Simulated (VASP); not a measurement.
# MgS in VASP: notebook, part 2 of 3

VASP 6.6.1. The steps go on from the part before.

### Step 3. Single point, r2SCAN (strain -0.040 along x and y, -0.040 along z)

POSCAR reads:

```
MgS
1.0
    0.0000000000      2.4975840000      2.4975840000
    2.4975840000      0.0000000000      2.4975840000
    2.4975840000      2.4975840000      0.0000000000
Mg S
1 1
Direct
    0.0000000000      0.0000000000      0.0000000000
    0.5000000000      0.5000000000      0.5000000000
```

INCAR.step1 reads:

```
SYSTEM = MgS
PREC = Accurate
ENCUT = 520
ISMEAR = 0
SIGMA = 0.05
LREAL = .FALSE.
LASPH = .TRUE.
NELM = 80
NBANDS = 11
GGA = PE
ALGO = Normal
EDIFF = 1E-4
LWAVE = .TRUE.
LCHARG = .FALSE.
```

INCAR.step2 reads:

```
SYSTEM = MgS
PREC = Accurate
ENCUT = 520
EDIFF = 1E-6
ISMEAR = 0
SIGMA = 0.05
LREAL = .FALSE.
LASPH = .TRUE.
NELM = 80
ALGO = Normal
ISIF = 2
LWAVE = .FALSE.
LCHARG = .FALSE.
METAGGA = R2SCAN
LMIXTAU = .TRUE.
NBANDS = 11
ISTART = 1
```

KPOINTS reads:

```
regular mesh
0
G
  8 8 8
  0 0 0
```

Potentials or basis: VASP PAW PBE potentials, release 64 (Mg, S).

Command:

```sh
> cat potpaw_PBE.64/Mg/POTCAR potpaw_PBE.64/S/POTCAR > POTCAR
> cp INCAR.step1 INCAR
> mpirun -np 1 vasp_std > vasp.out
> cp INCAR.step2 INCAR
> mpirun -np 1 vasp_std > vasp.out
```

OUTCAR:

```text
SYSTEM = MgS
   PREC = Accurate
   ENCUT = 520
   EDIFF = 1E-6
   ISMEAR = 0
   LREAL = .FALSE.
   LASPH = .TRUE.
   NELM = 80
   ISIF = 2
   METAGGA = R2SCAN
   ISTART = 1

 ion  position               nearest neighbor table
   1  0.000  0.000  0.000-   2 2.50   2 2.50   2 2.50   2 2.50   2 2.50   2 2.50
   2  0.500  0.500  0.500-   1 2.50   1 2.50   1 2.50   1 2.50   1 2.50   1 2.50

  LATTYP: Found a face centered cubic cell.
 ALAT       =     4.9951680000

  Lattice vectors:

 A1 = (   0.0000000000,   2.4975840000,   2.4975840000)
 A2 = (   2.4975840000,   0.0000000000,   2.4975840000)
 A3 = (   2.4975840000,   2.4975840000,   0.0000000000)

Analysis of symmetry for initial positions (statically):
=====================================================================
 Subroutine PRICEL returns:
 Original cell was already a primitive cell.

 Routine SETGRP: Setting up the symmetry group for a
 face centered cubic supercell.

 Subroutine GETGRP returns: Found 48 space group operations
 (whereof 48 operations were pure point group operations)
 out of a pool of 48 trial point group operations.

The static configuration has the point symmetry O_h .

Analysis of symmetry for dynamics (positions and initial velocities):
=====================================================================
 Subroutine PRICEL returns:
 Original cell was already a primitive cell.

 Routine SETGRP: Setting up the symmetry group for a
 face centered cubic supercell.

 Subroutine GETGRP returns: Found 48 space group operations
 (whereof 48 operations were pure point group operations)
 out of a pool of 48 trial point group operations.

The dynamic configuration has the point symmetry O_h .

 Subroutine INISYM returns: Found 48 space group operations
 (whereof 48 operations are pure point group operations),
 and found     1 'primitive' translations

----------------------------------------------------------------------------------------

                                     Primitive cell

  volume of cell :      31.1595

  direct lattice vectors                    reciprocal lattice vectors
     0.000000000  2.497584000  2.497584000    -0.200193467  0.200193467  0.200193467
     2.497584000  0.000000000  2.497584000     0.200193467 -0.200193467  0.200193467
     2.497584000  2.497584000  0.000000000     0.200193467  0.200193467 -0.200193467

  length of vectors
     3.532117166  3.532117166  3.532117166     0.346745256  0.346745256  0.346745256

  position of ions in fractional coordinates (direct lattice)
[... 8 lines left out ...]
----------------------------------------------------------------------------------------

 KPOINTS: regular mesh

Automatic generation of k-mesh.
 Grid dimensions read from file:
 generate k-points for:    8    8    8

 Generating k-lattice:

  Cartesian coordinates                     Fractional coordinates (reciprocal lattice)
    -0.025024183  0.025024183  0.025024183     0.125000000  0.000000000  0.000000000
     0.025024183 -0.025024183  0.025024183     0.000000000  0.125000000  0.000000000
     0.025024183  0.025024183 -0.025024183     0.000000000  0.000000000  0.125000000

  Length of vectors
     0.043343157  0.043343157  0.043343157

  Shift w.r.t. Gamma in fractional coordinates (k-lattice)
     0.000000000  0.000000000  0.000000000

 Subroutine IBZKPT returns following result:
 ===========================================

 Found     29 irreducible k-points:

 Following reciprocal coordinates:
            Coordinates               Weight
  0.000000  0.000000  0.000000      1.000000
  0.125000  0.000000  0.000000      8.000000
  0.250000  0.000000  0.000000      8.000000
  0.375000  0.000000  0.000000      8.000000
  0.500000  0.000000  0.000000      4.000000
  0.125000  0.125000  0.000000      6.000000
[... 16 lines left out ...]
  0.500000  0.250000  0.125000     48.000000
 -0.375000  0.250000  0.125000     24.000000
 [... further k-points ...]
   k-points           NKPTS =     29   k-points in BZ     NKDIM =     29   number of bands    NBANDS=     11
   number of dos      NEDOS =    301   number of ions     NIONS =      2
   total plane-waves  NPLWV =  21952
   dimension x,y,z NGX =    28 NGY =   28 NGZ =   28
   dimension x,y,z NGXF=    56 NGYF=   56 NGZF=   56
   ions per type =               1   1
   NGX,Y,Z   is equivalent  to a cutoff of  13.18, 13.18, 13.18 a.u.
   NGXF,Y,Z  is equivalent  to a cutoff of  26.36, 26.36, 26.36 a.u.
 SYSTEM =  MgS
   PREC   = accura    normal or accurate (medium, high low for compatibility)
   ISTART =      1    job   : 0-new  1-cont  2-samecut
   ICHARG =      0    charge: 1-file 2-atom 10-const
   ISPIN  =      1    spin polarized calculation?
   LNONCOLLINEAR =      F non collinear calculations
   LSORBIT =      F    spin-orbit coupling
   LASPH  =      T    aspherical Exc in radial PAW
   ENCUT  =  520.0 eV  38.22 Ry    6.18 a.u.   6.57  6.57  6.57*2*pi/ulx,y,z
   NELM   =     80;   NELMIN=  2; NELMDL=  0     # of ELM steps
   EDIFF  = 0.1E-05   stopping-criterion for ELM
   LREAL  =      F    real-space projection
[... 7 lines left out ...]
   TEBEG  =    0.0;   TEEND  =   0.0 temperature during run
   PSTRESS=    0.0 pullay stress
   NELECT =       8.0000    total number of electrons
   NUPDOWN=      -1.0000    fix difference up-down
   EMIN   =  10.00;   EMAX   =-10.00  energy-range for DOS
   EFERMI =   0.00;   METHOD = LEGACY
   ISMEAR =     0;   SIGMA  =   0.05  broadening in eV -4-tet -1-fermi 0-gaus
   EFERMI_NEDOS =   21; number of points for ismear=-14 and -15
   IALGO  =     38    algorithm
   IMIX   =      4    mixing-type and parameters
     AMIX     =   0.40;   BMIX     =  1.00
     AMIX_MAG =   1.60;   BMIX_MAG =  1.00
  volume/ion in A,a.u.               =      15.58       105.14
  Fermi-wavevector in a.u.,A,eV,Ry     =   1.040498  1.966257 14.730168  1.082637
  Thomas-Fermi vector in A             =   2.175077
   LORBIT       =      0    0 simple, 1 ext, 2 COOP (PROOUT), +10 PAW based schemes
   METAGGA = R2SCAN    functional components
   LHFCALC =     F    Hartree Fock is set to
   AEXX    =    0.0000 exact exchange contribution
   IVDW    =     0    specifies the selected vdW correction
   LEPSILON=     F    determine dielectric tensor
   LRPA    =     F    only Hartree local field effects (RPA)
 non-spin polarized calculation
 Gauss-broadening in eV      SIGMA  =   0.05
  energy-cutoff  :      520.00
  volume of cell :       31.16
 maximum number of plane-waves:       869
 NGX is ok and might be reduce to    28
   NGX = 13   NGY = 13   NGZ = 13

 number of electron       8.0000001 magnetization

 Free energy of the ion-electron system (eV)
  ---------------------------------------------------
  ext. energy  EPLUGINS =         0.00000000
  ---------------------------------------------------
  free energy    TOTEN  =       -15.37977893 eV

  energy without entropy =      -15.37977893  energy(sigma->0) =      -15.37977893

 E-fermi :   4.9635     XC(G=0): -10.6448

 val. band max:        4.6619913836   @ k =   0.0000   0.0000   0.0000
 cond. band min:       8.3500126420   @ k =   0.5000   0.5000   0.0000
 fundamental gap:      3.6880212584
 Fermi energy:         4.9634842379

 k-point     1 :       0.0000    0.0000    0.0000
  band No.  band energies     occupation
      1      -9.3026      2.00000
      2       4.6620      2.00000
      3       4.6620      2.00000
      4       4.6620      2.00000
      5      10.3909      0.00000
      6      13.0708      0.00000
      7      13.0708      0.00000
      8      13.0708      0.00000
      9      15.7224      0.00000
     10      15.7224      0.00000
     11      18.5236      0.00000

 k-point     2 :       0.1250    0.0000    0.0000
  band No.  band energies     occupation
      1      -9.1155      2.00000
      2       3.5495      2.00000
      3       4.5257      2.00000
      4       4.5257      2.00000
      5      11.0303      0.00000
      6      12.9836      0.00000
      7      13.3935      0.00000
      8      13.3935      0.00000
      9      15.2134      0.00000
     10      15.2134      0.00000
     11      19.3530      0.00000
[... 295 lines left out ...]
 k-point    24 :      -0.3750    0.2500    0.1250
  band No.  band energies     occupation
      1      -7.3700      2.00000
      2      -0.3454      2.00000
      3       2.0948      2.00000
      4       3.2404      2.00000
      5      11.1403      0.00000
      6      11.6752      0.00000
      7      14.1507      0.00000
      8      15.4689      0.00000
      9      18.3276      0.00000
     10      20.2753      0.00000
     11      21.9943      0.00000

 [... further k-points ...]

------------------------ aborting loop because EDIFF is reached ----------------------------------------

  FORCE on cell =-STRESS in cart. coord.  units (eV):
  Direction    XX          YY          ZZ          XY          YZ          ZX
  --------------------------------------------------------------------------------------
  -------------------------------------------------------------------------------------
  Total        2.3247767      2.3247767      2.3247767      0.0000000     -0.0000000      0.0000000
  in kB      119.5367734    119.5367734    119.5367734      0.0000000     -0.0000000      0.0000000
  external PRESSURE =     119.5367734 kB  Pullay stress =       0.0000000 kB

 VOLUME and BASIS-vectors are now :
 -----------------------------------------------------------------------------
  energy-cutoff  :      520.00
  volume of cell :       31.16
      direct lattice vectors                 reciprocal lattice vectors
     0.000000000  2.497584000  2.497584000    -0.200193467  0.200193467  0.200193467
     2.497584000  0.000000000  2.497584000     0.200193467 -0.200193467  0.200193467
     2.497584000  2.497584000  0.000000000     0.200193467  0.200193467 -0.200193467

 POSITION                                       TOTAL-FORCE (eV/Angst)
 -----------------------------------------------------------------------------------
      0.00000      0.00000      0.00000         0.000000     -0.000000      0.000000
      2.49758      2.49758      2.49758        -0.000000      0.000000     -0.000000
 -----------------------------------------------------------------------------------
    total drift:                                0.000000      0.000000      0.000000

  FREE ENERGIE OF THE ION-ELECTRON SYSTEM (eV)
  ---------------------------------------------------
  free  energy   TOTEN  =       -15.3797789289 eV

  energy  without entropy=      -15.3797789289  energy(sigma->0) =      -15.37977893
```

Wall time 61 s (1 thread of AMD EPYC 7R43 (Zen 3), shared host); peak memory 0.13 GiB.

Results:

- Free energy: -15.3798 eV
- Pressure: 12.0 GPa
- Band gap on the k mesh: 3.69 eV, indirect (least direct gap 5.72 eV)

Caveat: the cell differs from its parent crystal (strain -0.040 along x and y, -0.040 along z); the PAW data sets were made with another functional, which shifts forces and pressure a little.

### Step 4. Single point, r2SCAN (strain +0.040 along x and y, +0.040 along z)

POSCAR reads:

```
MgS
1.0
    0.0000000000      2.7057160000      2.7057160000
    2.7057160000      0.0000000000      2.7057160000
    2.7057160000      2.7057160000      0.0000000000
Mg S
1 1
Direct
    0.0000000000      0.0000000000      0.0000000000
    0.5000000000      0.5000000000      0.5000000000
```

INCAR.step1 reads:

```
PREC = Accurate
ENCUT = 520
ISMEAR = 0
SIGMA = 0.05
LREAL = False
LASPH = True
NELM = 80
NBANDS = 11
GGA = PE
ALGO = Normal
EDIFF = 1E-4
LWAVE = True
LCHARG = False
```

INCAR.step2 reads:

```
PREC = Accurate
ENCUT = 520
EDIFF = 1E-6
ISMEAR = 0
SIGMA = 0.05
LREAL = False
LASPH = True
NELM = 80
ALGO = Normal
ISIF = 2
LWAVE = False
LCHARG = False
METAGGA = R2SCAN
LMIXTAU = True
NBANDS = 11
ISTART = 1
```

KPOINTS reads:

```
Automatic mesh
0
Gamma
  8 8 8
```

Command:

```sh
> cat potpaw_PBE.64/Mg/POTCAR potpaw_PBE.64/S/POTCAR > POTCAR
> cp INCAR.step1 INCAR
> mpirun -np 1 vasp_std > vasp.out
> cp INCAR.step2 INCAR
> mpirun -np 1 vasp_std > vasp.out
```

Run time: 50 s. Hardware: 1 thread of AMD EPYC 7R43 (Zen 3), shared host; peak memory 0.13 GiB.

The run converged. Its results:

* Free energy: -15.3874 eV
* Pressure: -7.8 GPa
* Band gap on the k mesh: 3.17 eV, indirect (least direct gap 3.69 eV)

Levels at points of the mesh, in eV from the valence-band top:
```tsv
k point	band 2	band 3	band 4	band 5	band 6	band 7
(0.00, 0.00, 0.00)	0.00	0.00	0.00	3.69	8.58	8.58
(0.50, 0.00, 0.00)	-4.28	-0.49	-0.49	5.02	7.34	7.34
(0.50, 0.50, 0.00)	-3.68	-1.48	-1.48	3.17	5.24	11.95
```

Caveat: the cell differs from its parent crystal (strain +0.040 along x and y, +0.040 along z); the PAW data sets were made with another functional, which shifts forces and pressure a little. A k mesh can miss the band edges.

### Step 5. Single point, r2SCAN (strain +0.080 along x and y, +0.080 along z)

POSCAR reads:

```
MgS
1.0
    0.0000000000      2.8097820000      2.8097820000
    2.8097820000      0.0000000000      2.8097820000
    2.8097820000      2.8097820000      0.0000000000
Mg S
1 1
Direct
    0.0000000000      0.0000000000      0.0000000000
    0.5000000000      0.5000000000      0.5000000000
```

INCAR.step1 reads:

```
SYSTEM = MgS
PREC = Accurate
ENCUT = 520
ISMEAR = 0
SIGMA = 0.05
LREAL = .False.
LASPH = .True.
NELM = 80
NBANDS = 11
GGA = PE
ALGO = Normal
EDIFF = 1E-4
LWAVE = .True.
LCHARG = .False.
```

INCAR.step2 reads:

```
SYSTEM = MgS
PREC = Accurate
ENCUT = 520
EDIFF = 1E-6
ISMEAR = 0
SIGMA = 0.05
LREAL = .False.
LASPH = .True.
NELM = 80
ALGO = Normal
ISIF = 2
LWAVE = .False.
LCHARG = .True.
METAGGA = R2SCAN
LMIXTAU = .True.
LELF = .True.
LVHAR = .True.
NBANDS = 11
ISTART = 1
```

KPOINTS reads:

```
Automatic mesh
0
Gamma
  8 8 8
  0 0 0
```

Command:

```sh
> cat potpaw_PBE.64/Mg/POTCAR potpaw_PBE.64/S/POTCAR > POTCAR
> cp INCAR.step1 INCAR
> mpirun -np 1 vasp_std > vasp.out
> cp INCAR.step2 INCAR
> mpirun -np 1 vasp_std > vasp.out
```

It took 50 s on 1 thread of AMD EPYC 7R43 (Zen 3), shared host; peak memory 0.14 GiB.

It converged, with:

```
Free energy            : -15.0902 eV
Pressure               : -11.8 GPa
Band gap on the k mesh : 2.89 eV, indirect (least direct gap 2.93 eV)
```

Levels at points of the mesh, in eV from the valence-band top:
```
           k point  band 2  band 3  band 4  band 5  band 6  band 7
(0.00, 0.00, 0.00)    0.00    0.00    0.00    2.93    8.57    8.57
(0.50, 0.00, 0.00)   -3.77   -0.40   -0.40    4.81    7.15    7.15
(0.50, 0.50, 0.00)   -3.18   -1.26   -1.26    2.89    5.46   10.89
```

Caveat: the cell differs from its parent crystal (strain +0.080 along x and y, +0.080 along z); the PAW data sets were made with another functional, which shifts forces and pressure a little.

(Continued in part 3 of 3.)
